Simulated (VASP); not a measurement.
The system is Rh.

```
CELL_PARAMETERS angstrom
0.00000 1.89995 1.89995
1.89995 0.00000 1.89995
1.89995 1.89995 0.00000
ATOMIC_POSITIONS crystal
Rh 0.00000 0.00000 0.00000
```

Base run:

```yaml
Program: VASP 6.6.1
Functional: r2SCAN
Potentials_or_basis: VASP PAW PBE potentials, release 64 (Rh_sv_GW)
Cutoff: 580 eV
k_mesh: 18 × 18 × 18
Occupations: gaussian, width 0.05 eV
Spin: no spin polarisation
```

Its results: pressure -1.7 GPa.

**Question.** The run is repeated on the same cell with these changes: potentials or basis from VASP PAW PBE potentials, release 64 (Rh_sv_GW) to VASP PAW PBE potentials, release 64 (Rh_pv); cutoff from 580 eV to 520 eV; valence electrons from 17 to 15. What comes out?

**Answer.** Pressure 1.1 GPa.

Caveats: the PAW data sets were made with another functional, which shifts forces and pressure a little.
